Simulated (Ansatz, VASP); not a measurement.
MgB: VASP beside Ansatz

INCAR

```
SYSTEM = MgB
  PREC = Accurate
  ENCUT = 520
  EDIFF = 1E-8
  ISMEAR = -1
  SIGMA = 0.05
  LREAL = .False.
  LASPH = .True.
  NELM = 80
  ALGO = Normal
  ISIF = 2
  LWAVE = .False.
  LCHARG = .False.
  GGA = PE
  LEFG = .True.
  NBANDS = 10
```

File KPOINTS:

```
Automatic mesh
0
Gamma
  9 9 9
  0 0 0
```

POSCAR

```
MgB
1.0
    2.8951500000      0.0000000000      0.0000000000
    0.0000000000      2.8951500000      0.0000000000
    0.0000000000      0.0000000000      2.8951500000
Mg B
1 1
Direct
    0.0000000000      0.0000000000      0.0000000000
    0.5000000000      0.5000000000      0.5000000000
```

input.yaml

```yaml
crystal:
  lattice:
    - [2.89515, 0.0, 0.0]
    - [0.0, 2.89515, 0.0]
    - [0.0, 0.0, 2.89515]
  atoms:
    - { symbol: Mg, position: [0.0, 0.0, 0.0] }
    - { symbol: B, position: [0.5, 0.5, 0.5] }
kpoints:
  mp_grid: { grid: [9, 9, 9] }
scf:
  occupations: { method: fermi_dirac, width: 0.05 }
hamiltonian:
  xc: pbe
  pseudopotentials: { kind: all_electron, datasets: crystal }
output:
  forces: true
  stress: true
  eigenvalues: true
  efg: {}
  elf: true
  volumetric_format: npy
```

Alike in both runs: task electric field gradients; functional PBE; k mesh 9 × 9 × 9; occupations fermi-dirac, width 0.05 eV; no spin polarisation.

```csv
,VASP,Ansatz
version,VASP 6.6.1,Ansatz 0.2.0
potentials or method,"VASP PAW PBE potentials, release 64 (Mg, B), cutoff 520 eV",all-electron PAW datasets made for the crystal
```

```tsv
	VASP	Ansatz	Ansatz less VASP
gap on the k mesh at the Fermi level (eV)	none	none	-
pressure (GPa)	-0.1	0.1	+0.18
```

A gap of «none» marks a metal or a gap that the smearing closes. Ansatz ran all-electron here, and VASP with PAW potentials.
